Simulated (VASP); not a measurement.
# Ti3Al (Pm-3m) in VASP: further runs

The runs below take Ti3Al through single point, with PBE, LDA, r2SCAN.

Everything below comes from runs of VASP 6.6.1. Logs are shortened: lines on timing, memory, paths and dates and some standing lists are left out, and cuts for length are marked.

## 1. The cell of the first run

The structure is cubic, space group Pm-3m (No. 221). The conventional cell has a = 4.050 Å, b = 4.050 Å, c = 4.050 Å, α = 90.00°, β = 90.00°, γ = 90.00°. Ti (site symmetry 4/mmm) has 8 Ti at 2.86 Å and 4 Al at 2.86 Å within 3.8 Å. Within 3.8 Å of Al (site symmetry m-3m) lie 12 Ti at 2.86 Å.

## 2. Single point, PBE, collinear spin, ferromagnetic start

INCAR reads:

```
PREC = Accurate
ENCUT = 520
EDIFF = 1E-7
ISMEAR = 0
SIGMA = 0.1
LREAL = False
LASPH = True
NELM = 150
ALGO = Normal
ISIF = 2
LWAVE = False
LCHARG = False
ISPIN = 2
MAGMOM = 1 1 1 0
LORBIT = 11
LMAXMIX = 4
GGA = PE
NBANDS = 32
```

KPOINTS reads:

```
Automatic mesh
0
Gamma
  4 4 4
```

POSCAR reads:

```
Ti3Al
1.0
    4.0502948873      0.0000000000      0.0000000000
    0.0000000000      4.0502948873      0.0000000000
    0.0000000000      0.0000000000      4.0502948873
Ti Al
3 1
Direct
    0.0000000000      0.5000000000      0.0000000000
    0.0000000000      0.0000000000      0.5000000000
    0.5000000000      0.0000000000      0.0000000000
    0.5000000000      0.5000000000      0.5000000000
```

Potentials or basis: VASP PAW PBE potentials, release 64 (Ti_sv, Al).

Launch:

```
$ cat potpaw_PBE.64/Ti_sv/POTCAR potpaw_PBE.64/Al/POTCAR > POTCAR
$ mpirun -np 1 vasp_std > vasp.out
```

OUTCAR:

```text
PREC = Accurate
   ENCUT = 520
   EDIFF = 1E-7
   ISMEAR = 0
   LREAL = False
   LASPH = True
   NELM = 150
   ISIF = 2
   ISPIN = 2
   LORBIT = 11
   GGA = PE

 ion  position               nearest neighbor table
   1  0.000  0.500  0.000-   2 2.86   3 2.86   4 2.86   2 2.86   4 2.86   2 2.86   3 2.86   2 2.86
                             3 2.86   4 2.86   4 2.86   3 2.86
   2  0.000  0.000  0.500-   1 2.86   3 2.86   4 2.86   1 2.86   3 2.86   1 2.86   4 2.86   1 2.86
                             3 2.86   4 2.86   3 2.86   4 2.86
   3  0.500  0.000  0.000-   1 2.86   2 2.86   4 2.86   2 2.86   4 2.86   1 2.86   4 2.86   4 2.86
                             1 2.86   2 2.86   2 2.86   1 2.86
   4  0.500  0.500  0.500-   1 2.86   2 2.86   3 2.86   1 2.86   3 2.86   2 2.86   3 2.86   3 2.86
                             1 2.86   2 2.86   1 2.86   2 2.86

  LATTYP: Found a simple cubic cell.
 ALAT       =     4.0502948873

  Lattice vectors:

 A1 = (   4.0502948873,   0.0000000000,   0.0000000000)
 A2 = (   0.0000000000,   4.0502948873,   0.0000000000)
 A3 = (   0.0000000000,   0.0000000000,   4.0502948873)

Analysis of symmetry for initial positions (statically):
=====================================================================
 Subroutine PRICEL returns:
 Original cell was already a primitive cell.

 Routine SETGRP: Setting up the symmetry group for a
 simple cubic supercell.

 Subroutine GETGRP returns: Found 48 space group operations
 (whereof 48 operations were pure point group operations)
 out of a pool of 48 trial point group operations.

The static configuration has the point symmetry O_h .

Analysis of symmetry for dynamics (positions and initial velocities):
=====================================================================
 Subroutine PRICEL returns:
 Original cell was already a primitive cell.

 Routine SETGRP: Setting up the symmetry group for a
 simple cubic supercell.

 Subroutine GETGRP returns: Found 48 space group operations
 (whereof 48 operations were pure point group operations)
 out of a pool of 48 trial point group operations.

The dynamic configuration has the point symmetry O_h .

Analysis of structural, dynamic, and magnetic symmetry:
=====================================================================
 Subroutine PRICEL returns:
 Original cell was already a primitive cell.

 Routine SETGRP: Setting up the symmetry group for a
[... 120 lines left out ...]
   GGA     = PE    functional components
   LHFCALC =     F    Hartree Fock is set to
   AEXX    =    0.0000 exact exchange contribution
   IVDW    =     0    specifies the selected vdW correction
   LEPSILON=     F    determine dielectric tensor
   LRPA    =     F    only Hartree local field effects (RPA)
 spin polarized calculation
 Gauss-broadening in eV      SIGMA  =   0.10
  energy-cutoff  :      520.00
  volume of cell :       66.44
 maximum number of plane-waves:      1803
   NGX = 15   NGY = 15   NGZ = 15

 number of electron      39.0000002 magnetization       0.1945262

 Free energy of the ion-electron system (eV)
  ---------------------------------------------------
  ext. energy  EPLUGINS =         0.00000000
  ---------------------------------------------------
  free energy    TOTEN  =       -28.28789472 eV

  energy without entropy =      -28.25051607  energy(sigma->0) =      -28.26920539

 E-fermi :   8.2812     XC(G=0): -11.3201

 val. band max:        8.2804823874   @ k =   0.5000   0.2500   0.0000
 cond. band min:       8.2835660224   @ k =   0.2500   0.2500   0.2500
 fundamental gap:      0.0030836350
 Fermi energy:         8.2812185431

 spin component 1

 k-point     1 :       0.0000    0.0000    0.0000
  band No.  band energies     occupation
      1     -48.2929      1.00000
      2     -48.1478      1.00000
      3     -48.1478      1.00000
      4     -24.7338      1.00000
      5     -24.7338      1.00000
      6     -24.7338      1.00000
[... 329 lines left out ...]
     30      12.0502      0.00000
     31      12.0502      0.00000
 Fermi energy:         8.2812185431

 spin component 2

 k-point     1 :       0.0000    0.0000    0.0000
  band No.  band energies     occupation
      1     -48.2522      1.00000
      2     -48.1072      1.00000
      3     -48.1072      1.00000
      4     -24.6923      1.00000
      5     -24.6923      1.00000
      6     -24.6923      1.00000
[... 329 lines left out ...]
     30      12.1014      0.00000
     31      12.1014      0.00000
 [bands above 31 left out]

------------------------ aborting loop because EDIFF is reached ----------------------------------------

  FORCE on cell =-STRESS in cart. coord.  units (eV):
  Direction    XX          YY          ZZ          XY          YZ          ZX
  --------------------------------------------------------------------------------------
  -------------------------------------------------------------------------------------
  Total       -0.0394370     -0.0394370     -0.0394370      0.0000000      0.0000000     -0.0000000
  in kB       -0.9509424     -0.9509424     -0.9509424      0.0000000      0.0000000     -0.0000000
  external PRESSURE =      -0.9509424 kB  Pullay stress =       0.0000000 kB

 VOLUME and BASIS-vectors are now :
 -----------------------------------------------------------------------------
  energy-cutoff  :      520.00
  volume of cell :       66.44
      direct lattice vectors                 reciprocal lattice vectors
     4.050294887  0.000000000  0.000000000     0.246895603  0.000000000  0.000000000
     0.000000000  4.050294887  0.000000000     0.000000000  0.246895603  0.000000000
     0.000000000  0.000000000  4.050294887     0.000000000  0.000000000  0.246895603

 POSITION                                       TOTAL-FORCE (eV/Angst)
 -----------------------------------------------------------------------------------
      0.00000      2.02515      0.00000         0.000000      0.000000      0.000000
      0.00000      0.00000      2.02515         0.000000      0.000000      0.000000
      2.02515      0.00000      0.00000         0.000000      0.000000      0.000000
      2.02515      2.02515      2.02515         0.000000      0.000000      0.000000
 -----------------------------------------------------------------------------------
    total drift:                                0.000000     -0.000000      0.000000

  FREE ENERGIE OF THE ION-ELECTRON SYSTEM (eV)
  ---------------------------------------------------
  free  energy   TOTEN  =       -28.2878947194 eV

  energy  without entropy=      -28.2505160671  energy(sigma->0) =      -28.26920539

 total charge

# of ion       s       p       d       tot
------------------------------------------
    1        2.233   6.109   1.941  10.283
    2        2.233   6.109   1.941  10.283
    3        2.233   6.109   1.941  10.283
    4        0.418   0.422   0.000   0.840
--------------------------------------------------
tot          7.116  18.750   5.823  31.690

 magnetization (x)

# of ion       s       p       d       tot
------------------------------------------
    1        0.001   0.003   0.043   0.046
    2        0.001   0.003   0.043   0.046
    3        0.001   0.003   0.043   0.046
    4       -0.001   0.001   0.000   0.000
--------------------------------------------------
tot          0.003   0.009   0.128   0.139
```

stdout:

```text
POSCAR found type information on POSCAR TiAl
 POSCAR found :  2 types and       4 ions
 scaLAPACK will be used
 LDA part: xc-table for (Slater+PW92), standard interpolation
 POSCAR, INCAR and KPOINTS ok, starting setup
 FFT: planning ... GRIDC
 FFT: planning ... GRID_SOFT
 FFT: planning ... GRID
 WAVECAR not read
 entering main loop
```

It took 29 s on 1 thread of Intel Xeon 6975P-C (Granite Rapids), shared host; peak memory 0.19 GiB.

Results:

```yaml
Free_energy: -28.2879 eV
Pressure: -0.1 GPa
Net_moment: 0.19 μB per cell
Site_moments: Ti +0.05; Al +0.00 μB
Valence_electrons_inside_the_program's_atomic_spheres: Ti 10.28; Al 0.84
```

Caveat: the k points lie up to 0.39 Å⁻¹ apart.

## 3. Single point, PBE

INCAR reads:

```
PREC = Accurate
ENCUT = 520
EDIFF = 1E-6
ISMEAR = 0
SIGMA = 0.1
LREAL = F
LASPH = T
NELM = 60
ALGO = Fast
ISIF = 2
LWAVE = F
LCHARG = F
GGA = PE
NBANDS = 28
```

KPOINTS reads:

```
regular mesh
0
Gamma
  12 12 12
```

POSCAR reads:

```
Ti3Al
1.0
    4.0510427150      0.0000000000      0.0000000000
    0.0000000000      4.0510427150      0.0000000000
    0.0000000000      0.0000000000      4.0510427150
Ti Al
3 1
Direct
    0.0000000000      0.5000000000      0.0000000000
    0.0000000000      0.0000000000      0.5000000000
    0.5000000000      0.0000000000      0.0000000000
    0.5000000000      0.5000000000      0.5000000000
```

Potentials or basis: VASP PAW PBE potentials, release 64 (Ti_sv, Al).

Launch:

```
$ cat potpaw_PBE.64/Ti_sv/POTCAR potpaw_PBE.64/Al/POTCAR > POTCAR
$ mpirun -np 1 vasp_std > vasp.out
```

Wall time 2.4 min (1 thread of Intel Xeon 6975P-C (Granite Rapids), shared host); peak memory 0.25 GiB.

Results (log left out):

| Quantity | Value |
| --- | --- |
| Free energy | -28.3104 eV |
| Pressure | -0.2 GPa |

Levels at points of the mesh, in eV from the Fermi level:
| k point | band 17 | band 18 | band 19 | band 20 | band 21 | band 22 |
| --- | --- | --- | --- | --- | --- | --- |
| (0.00, 0.00, 0.00) | -1.20 | -1.20 | -1.20 | 0.95 | 0.95 | 0.95 |
| (0.50, 0.00, 0.00) | -1.33 | -0.62 | -0.46 | 0.46 | 0.46 | 0.90 |
| (0.50, 0.50, 0.00) | -1.54 | -0.32 | -0.15 | -0.15 | 0.62 | 0.62 |
| (0.50, 0.50, 0.50) | -1.27 | -1.27 | -1.27 | 0.72 | 0.72 | 0.72 |

## 4. Single point, PBE

INCAR reads:

```
SYSTEM = Ti3Al
PREC     = Accurate       ! precision mode
ENCUT    = 520            ! plane-wave cutoff, eV
EDIFF    = 1E-7           ! SCF threshold, eV
ISMEAR   = 0              ! smearing method
SIGMA    = 0.1            ! smearing width, eV
LREAL    = .FALSE.        ! projectors in reciprocal space
LASPH    = .TRUE.         ! aspherical terms in the spheres
NELM     = 80             ! most SCF steps
ALGO     = Fast           ! electronic algorithm
ISIF     = 2              ! what is computed and relaxed
LWAVE    = .FALSE.        ! write WAVECAR
LCHARG   = .TRUE.         ! write CHGCAR
GGA      = PE             ! functional
LELF     = .TRUE.         ! ELF
LVHAR    = .TRUE.       
NBANDS   = 28             ! bands
```

KPOINTS reads:

```
Automatic mesh
0
G
  12 12 12
  0 0 0
```

POSCAR is that of step 3.

Potentials or basis: VASP PAW PBE potentials, release 64 (Ti_sv, Al).

Launch:

```
$ cat potpaw_PBE.64/Ti_sv/POTCAR potpaw_PBE.64/Al/POTCAR > POTCAR
$ mpirun -np 1 vasp_std > vasp.out
```

OUTCAR:

```text
SYSTEM = Ti3Al
   PREC = Accurate
   ENCUT = 520
   EDIFF = 1E-7
   ISMEAR = 0
   LREAL = .FALSE.
   LASPH = .TRUE.
   NELM = 80
   ISIF = 2
   GGA = PE

 ion  position               nearest neighbor table
   1  0.000  0.500  0.000-   2 2.86   3 2.86   4 2.86   2 2.86   4 2.86   2 2.86   3 2.86   2 2.86
                             3 2.86   4 2.86   4 2.86   3 2.86
   2  0.000  0.000  0.500-   1 2.86   3 2.86   4 2.86   1 2.86   3 2.86   1 2.86   4 2.86   1 2.86
                             3 2.86   4 2.86   3 2.86   4 2.86
   3  0.500  0.000  0.000-   1 2.86   2 2.86   4 2.86   2 2.86   4 2.86   1 2.86   4 2.86   4 2.86
                             1 2.86   2 2.86   2 2.86   1 2.86
   4  0.500  0.500  0.500-   1 2.86   2 2.86   3 2.86   1 2.86   3 2.86   2 2.86   3 2.86   3 2.86
[... 949 lines left out ...]
  Total       -0.0607481     -0.0607481     -0.0607481     -0.0000000     -0.0000000     -0.0000000
  in kB       -1.4640051     -1.4640051     -1.4640051     -0.0000000     -0.0000000     -0.0000000
  external PRESSURE =      -1.4640051 kB  Pullay stress =       0.0000000 kB

 VOLUME and BASIS-vectors are now :
 -----------------------------------------------------------------------------
  energy-cutoff  :      520.00
  volume of cell :       66.48
      direct lattice vectors                 reciprocal lattice vectors
     4.051042715  0.000000000  0.000000000     0.246850026  0.000000000  0.000000000
     0.000000000  4.051042715  0.000000000     0.000000000  0.246850026  0.000000000
     0.000000000  0.000000000  4.051042715     0.000000000  0.000000000  0.246850026

 POSITION                                       TOTAL-FORCE (eV/Angst)
 -----------------------------------------------------------------------------------
      0.00000      2.02552      0.00000         0.000000      0.000000      0.000000
      0.00000      0.00000      2.02552         0.000000      0.000000      0.000000
      2.02552      0.00000      0.00000         0.000000      0.000000      0.000000
      2.02552      2.02552      2.02552         0.000000      0.000000      0.000000
 -----------------------------------------------------------------------------------
    total drift:                                0.000000     -0.000000      0.000000

  FREE ENERGIE OF THE ION-ELECTRON SYSTEM (eV)
  ---------------------------------------------------
  free  energy   TOTEN  =       -28.3104371566 eV

  energy  without entropy=      -28.2905892585  energy(sigma->0) =      -28.30051321
```

OSZICAR:

```text
N       E                     dE             d eps       ncg     rms          rms(c)
DAV:   1     0.467454173005E+03    0.46745E+03   -0.19660E+04  4720   0.163E+03
DAV:   2     0.252700239877E+02   -0.44218E+03   -0.43392E+03  4748   0.496E+02
DAV:   3    -0.259578636422E+02   -0.51228E+02   -0.50101E+02  8304   0.143E+02
[... 33 lines left out ...]
RMM:  37    -0.283104366868E+02   -0.19188E-06   -0.23760E-06  5767   0.672E-03    0.320E-04
RMM:  38    -0.283104368529E+02   -0.16607E-06   -0.19513E-06  5427   0.611E-03    0.357E-04
RMM:  39    -0.283104369769E+02   -0.12404E-06   -0.14956E-06  5383   0.559E-03    0.391E-04
RMM:  40    -0.283104370808E+02   -0.10393E-06   -0.12356E-06  5634   0.517E-03    0.378E-04
RMM:  41    -0.283104371566E+02   -0.75809E-07   -0.95846E-07  5198   0.472E-03
   1 F= -.28310437E+02 E0= -.28300513E+02  d E =-.198479E-01
```

Run time: 3.3 min. Hardware: 1 thread of Intel Xeon 6975P-C (Granite Rapids), shared host; peak memory 0.25 GiB.

Results:

| Item | Value |
| --- | --- |
| Free energy | -28.3104 eV |
| Pressure | -0.1 GPa |

## 5. Single point, LDA

INCAR reads:

```
PREC = Accurate
ENCUT = 520
EDIFF = 1E-7
ISMEAR = 0
SIGMA = 0.1
LREAL = False
LASPH = True
NELM = 100
ALGO = Fast
ISIF = 2
LWAVE = False
LCHARG = False
GGA = CA
NBANDS = 28
```

KPOINTS reads:

```
regular mesh
0
Gamma
  12 12 12
```

POSCAR is that of step 4.

Potentials or basis: VASP PAW LDA potentials, release 64 (Ti_sv, Al).

Launch:

```
$ cat potpaw_LDA.64/Ti_sv/POTCAR potpaw_LDA.64/Al/POTCAR > POTCAR
$ mpirun -np 1 vasp_std > vasp.out
```

Run time: 3 min. Hardware: 1 thread of Intel Xeon 6975P-C (Granite Rapids), shared host; peak memory 0.23 GiB.

Results (log left out):

* Free energy: -30.8761 eV
* Pressure: -7.8 GPa

Levels at points of the mesh, in eV from the Fermi level:
```
           k point  band 15  band 16  band 17  band 18  band 19  band 20  band 21  band 22  band 23  band 24
(0.00, 0.00, 0.00)    -1.82    -1.82    -1.21    -1.21    -1.21     1.02     1.02     1.02     1.70     1.70
(0.50, 0.00, 0.00)    -1.87    -1.31    -1.31    -0.64    -0.46     0.47     0.47     0.88     0.94     1.66
(0.50, 0.50, 0.00)    -3.25    -1.57    -1.47    -0.32    -0.18    -0.18     0.62     0.62     1.39     1.63
(0.50, 0.50, 0.50)    -2.02    -2.02    -1.18    -1.18    -1.18     0.68     0.68     0.68     0.99     1.64
```

(Continued in part 2 of 2.)
